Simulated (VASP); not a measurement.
# C (P6/mmm) in VASP: a series of runs, part 2 of 2

VASP 6.6.1.

### Step 5. Relaxation of shape and atoms at fixed volume, PBE+D3(BJ) (9.19 Å³/atom)

This run uses another cell than the first one, of 9.19 Å³/atom.

Input file INCAR:

```
ALGO = Normal
EDIFF = 1E-6
EDIFFG = -0.001
ENCUT = 600
GGA = PE
IBRION = 2
ISIF = 4
ISMEAR = -1
IVDW = 12
LASPH = True
LCHARG = False
LREAL = False
LWAVE = False
NELM = 80
NSW = 80
PREC = Accurate
SIGMA = 0.15
```

Input file KPOINTS:

```
k-points
0
Gamma
  18 18 12
```

Input file POSCAR:

```
C
1.0
    2.4482087013      0.0000000000      0.0000000000
   -1.2241043507      2.1202109290      0.0000000000
    0.0000000000      0.0000000000      3.5425809389
C
2
Direct
    0.3333333333      0.6666666667      0.0000000000
    0.6666666667      0.3333333333      0.0000000000
```

Potentials or basis: VASP PAW PBE potentials, release 64 (C).

On the command line:

```console
$ cat potpaw_PBE.64/C/POTCAR > POTCAR
$ mpirun -np 1 vasp_std > vasp.out
```

OUTCAR:

```text
EDIFF = 1E-6
   EDIFFG = -0.001
   ENCUT = 600
   GGA = PE
   IBRION = 2
   ISIF = 4
   ISMEAR = -1
   IVDW = 12
   LASPH = True
   LREAL = False
   NELM = 80
   NSW = 80
   PREC = Accurate
 IVDW          = 12

 ion  position               nearest neighbor table
   1  0.333  0.667  0.000-   2 1.41   2 1.41   2 1.41
   2  0.667  0.333  0.000-   1 1.41   1 1.41   1 1.41

  LATTYP: Found a hexagonal cell.
 ALAT       =     2.4482087013
 C/A-ratio  =     1.4470093734

  Lattice vectors:

 A1 = (   2.4482087013,   0.0000000000,   0.0000000000)
 A2 = (  -1.2241043507,   2.1202109290,   0.0000000000)
 A3 = (   0.0000000000,   0.0000000000,   3.5425809389)

Analysis of symmetry for initial positions (statically):
=====================================================================
 Subroutine PRICEL returns:
 Original cell was already a primitive cell.

 Routine SETGRP: Setting up the symmetry group for a
 hexagonal supercell.

 Subroutine GETGRP returns: Found 24 space group operations
 (whereof 24 operations were pure point group operations)
 out of a pool of 24 trial point group operations.

The static configuration has the point symmetry D_6h.

Analysis of symmetry for dynamics (positions and initial velocities):
=====================================================================
 Subroutine PRICEL returns:
 Original cell was already a primitive cell.

 Routine SETGRP: Setting up the symmetry group for a
 hexagonal supercell.

 Subroutine GETGRP returns: Found 24 space group operations
 (whereof 24 operations were pure point group operations)
 out of a pool of 24 trial point group operations.

The dynamic configuration has the point symmetry D_6h.

 Subroutine INISYM returns: Found 24 space group operations
 (whereof 24 operations are pure point group operations),
 and found     1 'primitive' translations

----------------------------------------------------------------------------------------

                                     Primitive cell

  volume of cell :      18.3885

  direct lattice vectors                    reciprocal lattice vectors
     2.448208701  0.000000000  0.000000000     0.408461909  0.235825593  0.000000000
    -1.224104351  2.120210929  0.000000000     0.000000000  0.471651186  0.000000000
     0.000000000  0.000000000  3.542580939     0.000000000  0.000000000  0.282280071

  length of vectors
     2.448208701  2.448208701  3.542580939     0.471651186  0.471651186  0.282280071

  position of ions in fractional coordinates (direct lattice)
     0.333333333  0.666666667  0.000000000
     0.666666667  0.333333333  0.000000000

  ion indices of the primitive-cell ions
   primitive index   ion index
                 1           1
                 2           2

----------------------------------------------------------------------------------------

 KPOINTS: k-points

Automatic generation of k-mesh.
 Grid dimensions read from file:
 generate k-points for:   18   18   12

 Generating k-lattice:

  Cartesian coordinates                     Fractional coordinates (reciprocal lattice)
     0.022692328  0.013101422  0.000000000     0.055555556 -0.000000000  0.000000000
     0.000000000  0.026202844  0.000000000     0.000000000  0.055555556  0.000000000
     0.000000000  0.000000000  0.023523339     0.000000000  0.000000000  0.083333333

  Length of vectors
     0.026202844  0.026202844  0.023523339

  Shift w.r.t. Gamma in fractional coordinates (k-lattice)
     0.000000000  0.000000000  0.000000000

 Subroutine IBZKPT returns following result:
 ===========================================

 Found    259 irreducible k-points:

 Following reciprocal coordinates:
            Coordinates               Weight
  0.000000  0.000000  0.000000      1.000000
  0.055556  0.000000  0.000000      6.000000
  0.111111  0.000000  0.000000      6.000000
  0.166667  0.000000  0.000000      6.000000
  0.222222  0.000000  0.000000      6.000000
  0.277778  0.000000  0.000000      6.000000
[... 16 lines left out ...]
  0.333333  0.111111  0.000000     12.000000
  0.388889  0.111111  0.000000     12.000000
 [... further k-points ...]
   k-points           NKPTS =    259   k-points in BZ     NKDIM =    259   number of bands    NBANDS=      8
   number of dos      NEDOS =    301   number of ions     NIONS =      2
   total plane-waves  NPLWV =  11200
   dimension x,y,z NGX =    20 NGY =   20 NGZ =   28
   dimension x,y,z NGXF=    40 NGYF=   40 NGZF=   56
   ions per type =               2
   NGX,Y,Z   is equivalent  to a cutoff of  13.58, 13.58, 13.14 a.u.
   NGXF,Y,Z  is equivalent  to a cutoff of  27.16, 27.16, 26.28 a.u.
 SYSTEM =  unknown system
   PREC   = accura    normal or accurate (medium, high low for compatibility)
   ISTART =      0    job   : 0-new  1-cont  2-samecut
   ICHARG =      2    charge: 1-file 2-atom 10-const
   ISPIN  =      1    spin polarized calculation?
   LNONCOLLINEAR =      F non collinear calculations
   LSORBIT =      F    spin-orbit coupling
   LASPH  =      T    aspherical Exc in radial PAW
   ENCUT  =  600.0 eV  44.10 Ry    6.64 a.u.   4.89  4.89  7.08*2*pi/ulx,y,z
   NELM   =     80;   NELMIN=  2; NELMDL= -5     # of ELM steps
   EDIFF  = 0.1E-05   stopping-criterion for ELM
   LREAL  =      F    real-space projection
   EDIFFG = -.1E-02   stopping-criterion for IOM
   NSW    =     80    number of steps for IOM
   IBRION =      2    ionic relax: 0-MD 1-quasi-New 2-CG
   NFREE  =      1    steps in history (QN), initial steepest desc. (CG)
   ISIF   =      4    stress and relaxation
   ISYM   =      2    0-nonsym 1-usesym 2-fastsym
   POTIM  = 0.5000    time-step for ionic-motion
   TEBEG  =    0.0;   TEEND  =   0.0 temperature during run
   PSTRESS=    0.0 pullay stress
   NELECT =       8.0000    total number of electrons
   NUPDOWN=      -1.0000    fix difference up-down
   EMIN   =  10.00;   EMAX   =-10.00  energy-range for DOS
   EFERMI =   0.00;   METHOD = LEGACY
   ISMEAR =    -1;   SIGMA  =   0.15  broadening in eV -4-tet -1-fermi 0-gaus
   EFERMI_NEDOS =   21; number of points for ismear=-14 and -15
   IALGO  =     38    algorithm
   IMIX   =      4    mixing-type and parameters
     AMIX     =   0.40;   BMIX     =  1.00
     AMIX_MAG =   1.60;   BMIX_MAG =  1.00
  volume/ion in A,a.u.               =       9.19        62.05
  Fermi-wavevector in a.u.,A,eV,Ry     =   1.240478  2.344164 20.936450  1.538786
  Thomas-Fermi vector in A             =   2.374917
   LORBIT       =      0    0 simple, 1 ext, 2 COOP (PROOUT), +10 PAW based schemes
   GGA     = PE    functional components
   LHFCALC =     F    Hartree Fock is set to
   AEXX    =    0.0000 exact exchange contribution
   IVDW    =    12    specifies the selected vdW correction
   LEPSILON=     F    determine dielectric tensor
   LRPA    =     F    only Hartree local field effects (RPA)
 conjugate gradient relaxation of ions
 non-spin polarized calculation
  energy-cutoff  :      600.00
  volume of cell :       18.39
 maximum number of plane-waves:       634
 NGX is ok and might be reduce to    20
   NGX =  9   NGY =  9   NGZ = 15

--------------------------------------- Ionic step        1  -------------------------------------------

 number of electron       7.9999999 magnetization

 Free energy of the ion-electron system (eV)
  ---------------------------------------------------
  ext. energy  EPLUGINS =         0.00000000
  ---------------------------------------------------
  free energy    TOTEN  =       -18.42298519 eV

  energy without entropy =      -18.42008511  energy(sigma->0) =      -18.42153515

 E-fermi :   4.3517     XC(G=0):  -9.9750

 val. band max:        4.3429379192   @ k =   0.3333   0.3333   0.2500
 cond. band min:       4.5884785464   @ k =   0.3333   0.3333   0.1667
 fundamental gap:      0.2455406272
 Fermi energy:         4.3517222858

 k-point     1 :       0.0000    0.0000    0.0000
  band No.  band energies     occupation
      1     -15.4286      2.00000
      2      -2.6272      2.00000
      3       1.3242      2.00000
      4       1.3242      2.00000
      5       8.1566      0.00000
      6      12.7858      0.00000
      7      12.7858      0.00000
      8      16.1854      0.00000
[... 330 lines left out ...]
  energy  without entropy=      -18.7189652157  energy(sigma->0) =      -18.72063134

--------------------------------------- Ionic step        3  -------------------------------------------

 number of electron       8.0000000 magnetization

 Free energy of the ion-electron system (eV)
  ---------------------------------------------------
  ext. energy  EPLUGINS =         0.00000000
  ---------------------------------------------------
  free energy    TOTEN  =       -18.42530999 eV

  energy without entropy =      -18.42208510  energy(sigma->0) =      -18.42369755

 E-fermi :   4.3500     XC(G=0): -10.0255

 val. band max:        4.3377101599   @ k =   0.3333   0.3333   0.2500
 cond. band min:       4.6070484498   @ k =   0.3333   0.3333   0.1667
 fundamental gap:      0.2693382899
 Fermi energy:         4.3500179930

 k-point     1 :       0.0000    0.0000    0.0000
  band No.  band energies     occupation
      1     -15.2847      2.00000
      2      -2.4300      2.00000
      3       1.3135      2.00000
      4       1.3135      2.00000
      5       8.3149      0.00000
      6      12.6508      0.00000
      7      12.6508      0.00000
      8      15.9612      0.00000
[... 286 lines left out ...]
  FREE ENERGIE OF THE ION-ELECTRON SYSTEM (eV)
  ---------------------------------------------------
  free  energy   TOTEN  =       -18.7227784755 eV

  energy  without entropy=      -18.7195535799  energy(sigma->0) =      -18.72116603

 reached required accuracy - stopping structural energy minimisation
```

CONTCAR:

```text
C
   1.00000000000000
     2.4642403868367304   -0.0000000000011111   -0.0000000000000000
    -1.2321201934696548    2.1340947759367088    0.0000000000000000
     0.0000000000000000    0.0000000000000000    3.4966367184155080
  C
     2
Direct
     0.3333333332999970    0.6666666667000030    0.0000000000000000
     0.6666666667000030    0.3333333332999970    1.0000000000000000

  0.00000000E+00  0.00000000E+00  0.00000000E+00
  0.00000000E+00  0.00000000E+00  0.00000000E+00
```

Wall time 55 s (1 thread of Intel Xeon Platinum 8259CL at 2.50GHz (Skylake/Cascade Lake), shared host); peak memory 0.17 GiB.

Results:

```yaml
Free_energy: -18.7228 eV
Energy_gained_by_relaxing: 3.4 meV/atom
Ionic_steps: 3
Pressure_after_relaxing: 0.4 GPa
Band_gap_on_the_k_mesh: zero (bands 4 and 5 overlap by 1.05 eV)
Dispersion_energy_per_atom: -0.149 eV
```

Step by step:
| step | energy change (eV) | largest force (eV/Å) | pressure (GPa) | volume (Å³) |
| --- | --- | --- | --- | --- |
| 1 | 0.0000 | 0.0000 | 5.83 | 18.39 |
| 2 | -0.0062 | 0.0000 | -1.04 | 18.39 |
| 3 | -0.0067 | 0.0000 | 0.37 | 18.39 |

Final structure:
```
C
1.0
     2.46424    0.00000    0.00000
    -1.23212    2.13409    0.00000
     0.00000    0.00000    3.49664
C
2
Direct
  0.33333 0.66667 0.00000
  0.66667 0.33333 0.00000
```

### Step 6. Relaxation of cell and atoms, PBE+D3(BJ)

Input file INCAR:

```
  PREC = Accurate
  ENCUT = 600
  EDIFF = 1E-7
  ISMEAR = -1
  SIGMA = 0.15
  LREAL = F
  LASPH = T
  NELM = 80
  ALGO = Normal
  ISIF = 3
  LWAVE = F
  LCHARG = F
  GGA = PE
  IVDW = 12
  IBRION = 2
  NSW = 80
  EDIFFG = -0.001
```

Input file KPOINTS:

```
Automatic mesh
0
Gamma
  18 18 12
```

Input file POSCAR:

```
C
1.0
    2.4647381243      0.0000000000      0.0000000000
   -1.2323690622      2.1345258293      0.0000000000
    0.0000000000      0.0000000000      3.5674261550
C
2
Direct
    0.3333333333      0.6666666667      0.0000000000
    0.6666666667      0.3333333333      0.0000000000
```

Potentials or basis: VASP PAW PBE potentials, release 64 (C).

On the command line:

```console
$ cat potpaw_PBE.64/C/POTCAR > POTCAR
$ mpirun -np 1 vasp_std > vasp.out
```

OUTCAR:

```text
PREC = Accurate
   ENCUT = 600
   EDIFF = 1E-7
   ISMEAR = -1
   LREAL = F
   LASPH = T
   NELM = 80
   ISIF = 3
   GGA = PE
   IVDW = 12
   IBRION = 2
   NSW = 80
   EDIFFG = -0.001
 IVDW          = 12

 ion  position               nearest neighbor table
   1  0.333  0.667  0.000-   2 1.42   2 1.42   2 1.42
   2  0.667  0.333  0.000-   1 1.42   1 1.42   1 1.42

  LATTYP: Found a hexagonal cell.
 ALAT       =     2.4647381243
 C/A-ratio  =     1.4473854727

  Lattice vectors:

 A1 = (   2.4647381243,   0.0000000000,   0.0000000000)
 A2 = (  -1.2323690622,   2.1345258293,   0.0000000000)
 A3 = (   0.0000000000,   0.0000000000,   3.5674261550)

Analysis of symmetry for initial positions (statically):
=====================================================================
 Subroutine PRICEL returns:
 Original cell was already a primitive cell.
[... 372 lines left out ...]

 number of electron       7.9999999 magnetization

 Free energy of the ion-electron system (eV)
  ---------------------------------------------------
  ext. energy  EPLUGINS =         0.00000000
  ---------------------------------------------------
  free energy    TOTEN  =       -18.43003199 eV

  energy without entropy =      -18.42694119  energy(sigma->0) =      -18.42848659

 E-fermi :   4.2646     XC(G=0):  -9.9600

 val. band max:        4.2541505143   @ k =   0.3333   0.3333   0.2500
 cond. band min:       4.5081411794   @ k =   0.3333   0.3333   0.1667
 fundamental gap:      0.2539906651
 Fermi energy:         4.2645525674

 k-point     1 :       0.0000    0.0000    0.0000
  band No.  band energies     occupation
      1     -15.3552      2.00000
      2      -2.5524      2.00000
      3       1.2281      2.00000
      4       1.2281      2.00000
      5       8.1715      0.00000
      6      12.5621      0.00000
      7      12.5621      0.00000
      8      15.8536      0.00000
[... 243 lines left out ...]
 k-point    24 :       0.3889    0.1111    0.0000
  band No.  band energies     occupation
      1     -10.6401      2.00000
      2      -7.9934      2.00000
      3      -2.9906      2.00000
      4       2.3214      2.00000
      5       7.0232      0.00000
      6      12.7640      0.00000
      7      14.1907      0.00000
      8      16.9717      0.00000

 [... further k-points ...]

------------------------ aborting loop because EDIFF is reached ----------------------------------------

 Edisp (eV)   -0.29412

 E8    (eV) :    -0.0828
[... 25 lines left out ...]
  FREE ENERGIE OF THE ION-ELECTRON SYSTEM (eV)
  ---------------------------------------------------
  free  energy   TOTEN  =       -18.7241565021 eV

  energy  without entropy=      -18.7210656990  energy(sigma->0) =      -18.72261110

 reached required accuracy - stopping structural energy minimisation
```

Wall time 2.7 min (1 thread of Intel Xeon Platinum 8259CL at 2.50GHz (Skylake/Cascade Lake), shared host); peak memory 0.17 GiB.

Results:

- Free energy: -18.7242 eV
- Relaxed volume: 9.29 Å³/atom
- Relaxed cell: a = 2.465 Å, b = 2.465 Å, c = 3.529 Å, α = 90.00°, β = 90.00°, γ = 120.00°
- Space group after relaxing (to 0.1 Å): P6/mmm (No. 191)
- Energy gained by relaxing: 0.1 meV/atom
- Ionic steps: 11
- Pressure after relaxing: 0.0 GPa
- Band gap on the k mesh: zero (bands 4 and 5 overlap by 0.99 eV)
- Dispersion energy per atom: -0.147 eV

The path:
```csv
step,energy change (eV),largest force (eV/Å),pressure (GPa),volume (Å³)
1,0.0000,0.0000,0.01,18.77
2,0.0000,0.0000,-0.40,18.77
3,0.0000,0.0000,-0.28,18.77
4,0.0000,0.0000,-0.26,18.76
5,-0.0001,0.0000,-0.23,18.72
6,-0.0002,0.0000,-0.12,18.65
7,-0.0002,0.0000,0.08,18.51
8,-0.0002,0.0000,-0.03,18.58
9,-0.0002,0.0000,-0.01,18.57
10,-0.0002,0.0000,0.05,18.57
11,-0.0002,0.0000,0.00,18.57
```

Final structure:
```
C
1.0
     2.46497    0.00000    0.00000
    -1.23248    2.13472    0.00000
     0.00000    0.00000    3.52947
C
2
Direct
  0.33333 0.66667 0.00000
  0.66667 0.33333 0.00000
```

Levels at points of the mesh, in eV from the Fermi level:
```
           k point  band 2  band 3  band 4  band 5  band 6  band 7
(0.00, 0.00, 0.00)   -6.82   -3.04   -3.04    3.91    8.30    8.30
(0.50, 0.00, 0.00)  -13.29   -6.42   -1.81    2.40    7.25   10.98
(0.00, 0.00, 0.50)   -8.33   -3.02   -3.02    8.36    8.36    9.43
(0.50, 0.00, 0.50)  -13.17   -6.39   -2.88    1.03    7.53   13.16
```

### Step 7. Summary

```tsv
task	cell	cutoff (eV)	gap on the mesh (eV)	pressure (GPa)	relaxed volume (Å³/atom)
single point	a = 2.465, b = 2.465, c = 3.567 Å, angles 90.0, 90.0, 120.0°, 2 atoms	520	none	0.4	-
single point	a = 2.466, b = 2.466, c = 3.634 Å, angles 90.0, 90.0, 120.0°, 2 atoms	520	none	-0.1	-
relaxation of shape and atoms at fixed volume	relaxed from a = 2.448, b = 2.448, c = 3.543 Å, angles 90.0, 90.0, 120.0°, 2 atoms	600	none	0.4	9.19
relaxation of cell and atoms	relaxed from a = 2.465, b = 2.465, c = 3.567 Å, angles 90.0, 90.0, 120.0°, 2 atoms	600	none	0.0	9.29
```

Alike in all rows: level PBE+D3(BJ); potentials or basis VASP PAW PBE potentials, release 64 (C); no spin polarisation; k mesh 18 × 18 × 12; smearing fermi-dirac 0.15 eV.

Absolute energies hang on the potentials; compare differences alone.
